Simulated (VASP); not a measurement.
# TaH5 (Immm) in VASP: further runs, part 2 of 2

VASP 6.6.1.

### Step 3. Single point, PBE

This run uses another cell than the first one, of 9.56 Å³/atom.

INCAR

```
SYSTEM = TaH5
ALGO = Normal ; EDIFF = 1E-6
ENCUT = 520 ; GGA = PE
ISIF = 2 ; ISMEAR = 0
LASPH = .TRUE. ; LCHARG = .FALSE.
LREAL = .FALSE. ; LWAVE = .FALSE.
NBANDS = 17 ; NELM = 80
PREC = Accurate ; SIGMA = 0.1
```

KPOINTS

```
k-points
0
G
  6 6 6
  0 0 0
```

POSCAR

```
TaH5
1.0
   -1.8307244577      1.4675915862      5.3373280209
    1.8307244577     -1.4675915862      5.3373280209
    1.8307244577      1.4675915862     -5.3373280209
Ta H
1 5
Direct
    0.0000000000      0.5000000000      0.5000000000
    0.8268300143      0.3268300143      0.5000000000
    0.1731699857      0.6731699857      0.5000000000
    0.0000000000      0.0000000000      0.0000000000
    0.6245953182      0.6245953182      0.0000000000
    0.3754046818      0.3754046818      0.0000000000
```

Potentials or basis: VASP PAW PBE potentials, release 64 (Ta_pv, H).

Run with:

```sh
$ cat potpaw_PBE.64/Ta_pv/POTCAR potpaw_PBE.64/H/POTCAR > POTCAR
$ mpirun -np 1 vasp_std > vasp.out
```

OUTCAR:

```text
SYSTEM = TaH5
   EDIFF = 1E-6
   ENCUT = 520
   GGA = PE
   ISIF = 2
   ISMEAR = 0
   LASPH = .TRUE.
   LREAL = .FALSE.
   NELM = 80
   PREC = Accurate

 ion  position               nearest neighbor table
   1  0.000  0.500  0.500-   4 1.83   4 1.83   2 1.85   3 1.85   5 1.98   6 1.98   5 1.98   6 1.98

   2  0.827  0.327  0.500-   1 1.85
   3  0.173  0.673  0.500-   1 1.85
   4  0.000  0.000  0.000-   1 1.83   1 1.83
   5  0.625  0.625  0.000-   1 1.98   1 1.98
   6  0.375  0.375  0.000-   1 1.98   1 1.98
[... 689 lines left out ...]
  -------------------------------------------------------------------------------------
  Total       -0.0183916     -0.0261413      0.0965845      0.0000000      0.0000000      0.0000000
  in kB       -0.5137103     -0.7301739      2.6977765      0.0000000      0.0000000      0.0000000
  external PRESSURE =       0.4846307 kB  Pullay stress =       0.0000000 kB

 VOLUME and BASIS-vectors are now :
 -----------------------------------------------------------------------------
  energy-cutoff  :      520.00
  volume of cell :       57.36
      direct lattice vectors                 reciprocal lattice vectors
    -1.830724458  1.467591586  5.337328021     0.000000000  0.340694240  0.093679833
     1.830724458 -1.467591586  5.337328021     0.273115923  0.000000000  0.093679833
     1.830724458  1.467591586 -5.337328021     0.273115923  0.340694240  0.000000000

 POSITION                                       TOTAL-FORCE (eV/Angst)
 -----------------------------------------------------------------------------------
      1.83072      0.00000      0.00000        -0.000000     -0.000000      0.000000
      0.00000      1.46759      3.48880         0.000000      0.000000     -0.007934
      1.83072      0.00000      1.84853        -0.000000     -0.000000      0.007934
      0.00000      0.00000      0.00000        -0.000000     -0.000000      0.000000
      0.00000      0.00000      6.66734         0.000000     -0.000000      0.009416
      0.00000      0.00000      4.00732        -0.000000      0.000000     -0.009416
 -----------------------------------------------------------------------------------
    total drift:                                0.000000      0.000000      0.000000

  FREE ENERGIE OF THE ION-ELECTRON SYSTEM (eV)
  ---------------------------------------------------
  free  energy   TOTEN  =       -26.2035437890 eV

  energy  without entropy=      -26.1973713655  energy(sigma->0) =      -26.20045758
```

Run time: 99 s. Hardware: 1 thread of AMD EPYC 9R45 (Zen 5), shared host; peak memory 0.3 GiB.

Results:

| Quantity | Value |
| --- | --- |
| Free energy | -26.2035 eV |
| Pressure | 0.0 GPa |
| Largest force | 0.009 eV/Å |
| Band gap on the k mesh | zero (bands 8 and 9 overlap by 2.30 eV) |

Forces on the atoms (eV/Å):
```
Ta   0.000  0.000  0.000
H    0.000  0.000 -0.008
H    0.000  0.000  0.008
H    0.000  0.000  0.000
H    0.000  0.000  0.009
H    0.000  0.000 -0.009
```

Stress tensor (GPa, compression positive):
```
-0.05  0.00  0.00
 0.00 -0.07  0.00
 0.00  0.00  0.27
```

Levels at points of the mesh, in eV from the Fermi level:
```tsv
k point	band 4	band 5	band 6	band 7	band 8	band 9	band 10	band 11	band 12	band 13
(0.00, 0.00, 0.00)	-8.63	-6.11	-4.60	-2.98	1.19	2.67	3.53	4.82	4.85	7.52
(0.50, 0.00, 0.00)	-5.85	-5.21	-3.73	-3.17	-1.18	0.16	2.01	5.95	6.03	7.39
(0.00, 0.50, 0.00)	-7.55	-4.92	-3.70	-2.68	-0.61	2.13	2.76	2.77	4.19	5.93
(0.50, 0.50, 0.00)	-4.98	-3.68	-2.52	-2.10	-1.75	-0.90	0.68	2.66	6.86	7.13
(0.50, 0.50, 0.50)	-8.16	-5.96	-5.95	-2.58	1.28	2.70	3.53	4.00	7.16	8.13
```

Caveat: the k points lie up to 0.37 Å⁻¹ apart, too coarse for converged energies and pressures of a metal; spin-orbit coupling is left out, which moves the levels of the heavy elements.

### Step 4. Relaxation of cell and atoms, PBE

INCAR

```
SYSTEM = TaH5
  PREC = Accurate
  ENCUT = 600
  EDIFF = 1E-7
  ISMEAR = 0
  SIGMA = 0.1
  LREAL = .False.
  LASPH = .True.
  NELM = 60
  ALGO = Normal
  ISIF = 3
  LWAVE = .False.
  LCHARG = .False.
  GGA = PE
  IBRION = 2
  NSW = 90
  EDIFFG = -0.04
```

KPOINTS

```
regular mesh
0
Gamma
  6 6 6
  0 0 0
```

POSCAR

```
TaH5
1.0
   -1.9374794900      2.5800728200      2.7552643900
    1.9374794900     -2.5800728200      2.7552643900
    1.9374794900      2.5800728200     -2.7552643900
Ta H
1 5
Direct
    0.0000000000      0.5000000000      0.5000000000
    0.7366126500      0.2366126500      0.5000000000
    0.2633873500      0.7633873500      0.5000000000
    0.0000000000      0.0000000000      0.0000000000
    0.5901049300      0.5901049300      0.0000000000
    0.4098950700      0.4098950700      0.0000000000
```

Run with:

```sh
$ cat potpaw_PBE.64/Ta_pv/POTCAR potpaw_PBE.64/H/POTCAR > POTCAR
$ mpirun -np 1 vasp_std > vasp.out
```

It took 18 min on 1 thread of AMD EPYC 9R45 (Zen 5), shared host; peak memory 0.2 GiB.

Results (log left out):

```yaml
Free_energy: -25.9865 eV
Relaxed_volume: 8.52 Å³/atom
Relaxed_cell: a = 5.215 Å, b = 5.215 Å, c = 5.215 Å, α = 138.47°, β = 146.83°, γ = 54.15°
Space_group_after_relaxing_to_0.1_Å: Immm (No. 71)
Energy_gained_by_relaxing: 915.2 meV/atom
Ionic_steps: 41
Pressure_after_relaxing: -0.4 GPa
Largest_force_after_relaxing: 0.022 eV/Å
Band_gap_on_the_k_mesh: zero (bands 8 and 9 overlap by 2.37 eV)
```

Forces on the atoms (eV/Å):
```
Ta   0.000  0.000  0.000
H    0.000  0.000  0.009
H    0.000  0.000 -0.009
H    0.000  0.000  0.000
H    0.000  0.000  0.022
H    0.000  0.000 -0.022
```

Stress tensor (GPa, compression positive):
```
-0.61  0.00  0.00
 0.00 -0.26  0.00
 0.00  0.00 -0.46
```

The path:
| step | energy change (eV) | largest force (eV/Å) | pressure (GPa) | volume (Å³) |
| --- | --- | --- | --- | --- |
| 1 | 0.0000 | 9.1152 | 11.29 | 55.09 |
| 3 | -3.0893 | 1.8952 | -12.77 | 57.74 |
| 5 | -3.0978 | 1.9102 | -11.75 | 57.53 |
| 7 | -3.5802 | 1.4059 | -6.06 | 52.31 |
| 9 | -4.1358 | 0.6111 | 1.80 | 42.40 |
| 11 | -4.3243 | 0.3329 | 0.29 | 40.53 |
| 13 | -4.4218 | 1.5482 | -0.20 | 39.99 |
| 15 | -4.7029 | 0.9609 | -2.14 | 39.65 |
| 17 | -4.5389 | 0.5555 | 10.66 | 34.50 |
| 19 | -5.1057 | 0.4887 | -2.63 | 37.64 |
| 21 | -5.1582 | 0.2586 | 1.48 | 37.12 |
| 23 | -5.2051 | 0.1401 | 2.34 | 37.68 |
| 25 | -5.2504 | 0.2730 | -5.60 | 45.52 |
| 27 | -5.2894 | 0.0837 | -1.11 | 42.62 |
| 29 | -5.3103 | 0.1351 | 0.80 | 43.17 |
| 31 | -5.3182 | 0.1783 | 2.31 | 44.13 |
| 33 | -5.3853 | 0.3382 | 0.94 | 46.74 |
| 35 | -5.4799 | 0.0386 | -0.48 | 50.77 |
| 37 | -5.4886 | 0.0726 | 0.14 | 51.17 |
| 39 | -5.4899 | 0.0498 | -0.65 | 51.32 |
| 41 | -5.4912 | 0.0217 | -0.44 | 51.11 |

Final structure:
```cif
data_structure
_symmetry_space_group_name_H-M 'P 1'
_symmetry_Int_Tables_number 1
_cell_length_a 5.2148
_cell_length_b 5.2148
_cell_length_c 5.2148
_cell_angle_alpha 138.474
_cell_angle_beta 146.830
_cell_angle_gamma 54.147
_cell_volume 51.11
loop_
_atom_site_label
_atom_site_type_symbol
_atom_site_fract_x
_atom_site_fract_y
_atom_site_fract_z
_atom_site_occupancy
Ta1 Ta 0.00000 0.50000 0.50000 1
H1 H 0.80119 0.30119 0.50000 1
H2 H 0.19881 0.69881 0.50000 1
H3 H 0.00000 0.00000 0.00000 1
H4 H 0.63652 0.63652 0.00000 1
H5 H 0.36348 0.36348 0.00000 1
```

Levels at points of the mesh, in eV from the Fermi level:
```tsv
k point	band 5	band 6	band 7	band 8	band 9	band 10	band 11	band 12
(0.00, 0.00, 0.00)	-6.01	-3.57	-3.15	1.00	2.40	3.33	3.94	7.31
(0.50, 0.00, 0.00)	-5.34	-3.60	-3.58	-0.77	0.14	1.89	6.11	6.18
(0.00, 0.50, 0.00)	-4.97	-3.54	-2.87	-0.46	2.00	2.53	2.60	3.87
(0.50, 0.50, 0.00)	-3.80	-2.72	-2.12	-1.66	-1.05	0.61	2.48	6.60
(0.50, 0.50, 0.50)	-6.41	-5.82	-2.45	1.32	2.52	3.33	4.33	6.52
```

Caveat: a cell axis changed by over 15 % at a fixed basis, so the end point is rough; spin-orbit coupling is left out, which moves the levels of the heavy elements.

### Step 5. Single point, PBE

This run uses another cell than the first one, of 9.73 Å³/atom.

INCAR

```
ALGO = Normal ; EDIFF = 1E-6
ENCUT = 520 ; GGA = PE
ISIF = 2 ; ISMEAR = 0
LASPH = T ; LCHARG = F
LREAL = F ; LWAVE = F
NBANDS = 17 ; NELM = 80
PREC = Accurate ; SIGMA = 0.1
```

KPOINTS

```
k-points
0
Gamma
  16 16 16
```

POSCAR

```
TaH5
1.0
   -1.4784770013      1.8394786877      5.3668251722
    1.4784770013     -1.8394786877      5.3668251722
    1.4784770013      1.8394786877     -5.3668251722
Ta H
1 5
Direct
    0.5000000000      0.0000000000      0.5000000000
    0.3276449057      0.8276449057      0.5000000000
    0.6723550943      0.1723550943      0.5000000000
    0.0000000000      0.0000000000      0.0000000000
    0.6210505127      0.6210505127      0.0000000000
    0.3789494873      0.3789494873      0.0000000000
```

Run with:

```sh
$ cat potpaw_PBE.64/Ta_pv/POTCAR potpaw_PBE.64/H/POTCAR > POTCAR
$ mpirun -np 1 vasp_std > vasp.out
```

Wall time 21 min (1 thread of AMD EPYC 9R45 (Zen 5), shared host); peak memory 0.72 GiB.

It converged, with:

- Free energy: -26.1827 eV
- Pressure: -0.1 GPa
- Largest force: 0.009 eV/Å
- Band gap on the k mesh: zero (bands 8 and 9 overlap by 2.30 eV)

Forces on the atoms (eV/Å):
```
Ta   0.000  0.000  0.000
H    0.000  0.000 -0.002
H    0.000  0.000  0.002
H    0.000  0.000  0.000
H    0.000  0.000  0.009
H    0.000  0.000 -0.009
```

Levels at points of the mesh, in eV from the Fermi level:
| k point | band 4 | band 5 | band 6 | band 7 | band 8 | band 9 | band 10 | band 11 | band 12 | band 13 |
| --- | --- | --- | --- | --- | --- | --- | --- | --- | --- | --- |
| (0.00, 0.00, 0.00) | -8.55 | -6.08 | -4.46 | -2.99 | 1.17 | 2.60 | 3.42 | 4.71 | 4.89 | 7.54 |
| (0.50, 0.00, 0.00) | -7.48 | -4.74 | -3.74 | -2.67 | -0.57 | 2.04 | 2.66 | 2.69 | 4.08 | 5.97 |
| (0.00, 0.50, 0.00) | -5.88 | -5.17 | -3.66 | -3.15 | -1.11 | 0.15 | 1.96 | 6.04 | 6.11 | 7.26 |
| (0.50, 0.50, 0.00) | -4.95 | -3.60 | -2.52 | -2.20 | -1.73 | -0.81 | 0.67 | 2.54 | 6.79 | 7.35 |
| (0.50, 0.50, 0.50) | -8.13 | -5.93 | -5.75 | -2.56 | 1.27 | 2.63 | 3.42 | 3.84 | 7.13 | 8.16 |

Caveat: spin-orbit coupling is left out, which moves the levels of the heavy elements.

### Step 6. Summary

```tsv
task	cell	k mesh	cutoff (eV)	gap on the mesh (eV)	pressure (GPa)	largest force (eV/Å)
single point	a = 4.243 Å, angles 125.7, 105.1, 99.0°, 6 atoms, atomic positions A	6 × 6 × 6	520	none	11.2	9.12
single point	a = 5.830 Å, angles 143.4, 150.8, 47.5°, 6 atoms, atomic positions B	6 × 6 × 6	520	none	0.0	0.01
relaxation of cell and atoms	relaxed from a = 4.243 Å, angles 125.7, 105.1, 99.0°, 6 atoms, atomic positions A	6 × 6 × 6	600	none	-0.4	0.02
single point	a = 5.863 Å, angles 150.8, 143.4, 47.5°, 6 atoms, atomic positions C	16 × 16 × 16	520	none	-0.1	0.01
```

Alike in all rows: level PBE; potentials or basis VASP PAW PBE potentials, release 64 (Ta_pv, H); no spin polarisation; smearing gaussian 0.1 eV.

Caveats: some runs use coarse meshes; spin-orbit coupling is left out, which moves the levels of the heavy elements; the cell stands under pressure (at least some runs); forces of over 1 eV/Å act on the atoms, so gaps and moduli don't describe the material at rest (at least some runs); a cell axis changed by over 15 % at a fixed basis, so the end point is rough (at least some runs).

Total energies depend on the potentials used, so only differences within one code and one set of settings carry meaning.
